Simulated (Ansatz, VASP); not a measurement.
# Two plane-wave programs on P

Contents of INCAR:

```
SYSTEM = P
PREC = Accurate ; ENCUT = 600
EDIFF = 1E-7 ; ISMEAR = -1
SIGMA = 0.03 ; LREAL = .False.
LASPH = .True. ; NELM = 80
ALGO = Normal ; ISIF = 3
LWAVE = .False. ; LCHARG = .False.
GGA = PE ; IBRION = 2
NSW = 100 ; EDIFFG = -0.005
```

Contents of KPOINTS:

```
regular mesh
0
Gamma
  16 16 16
  0 0 0
```

The input POSCAR:

```
P
1.0
   -1.4062500000      1.4062500000      1.4062500000
    1.4062500000     -1.4062500000      1.4062500000
    1.4062500000      1.4062500000     -1.4062500000
P
1
Direct
    0.0000000000      0.0000000000      0.0000000000
```

Input for Ansatz:

```yaml
crystal:
  lattice:
    - [-1.40625, 1.40625, 1.40625]
    - [1.40625, -1.40625, 1.40625]
    - [1.40625, 1.40625, -1.40625]
  atoms:
    - { symbol: P, position: [0.0, 0.0, 0.0] }
kpoints:
  mp_grid: { grid: [16, 16, 16] }
scf:
  occupations: { method: fermi_dirac, width: 0.03 }
hamiltonian:
  xc: pbe
  pseudopotentials: { kind: paw }
output:
  forces: true
  stress: true
relax:
  f_tol: 0.005
  max_steps: 80
  cell: {}
```

Alike in both runs: task relaxation of cell and atoms; functional PBE; k mesh 16 × 16 × 16; occupations fermi-dirac, width 0.03 eV; no spin polarisation.

|  | VASP | Ansatz |
| --- | --- | --- |
| version | VASP 6.6.1 | Ansatz 0.2.0 |
| potentials or method | VASP PAW PBE potentials, release 64 (P) | PAW with Ansatz's default frozen-core files, scalar-relativistic |
| plane-wave cutoff (eV) | 600 | 420 |
| valence electrons in the cell | 5 | 5 |

Ansatz gave:

- relaxed volume (Å³/atom): 14.25
- relaxed cell length with the largest relative difference (Å): 2.645

Question: Estimate VASP's values.

Answer: Relaxed volume (Å³/atom): 14.23; relaxed cell length with the largest relative difference (Å): 2.644.

Noted on VASP's run: the volume moved by over 15 % at a fixed basis, so the end points are rough.
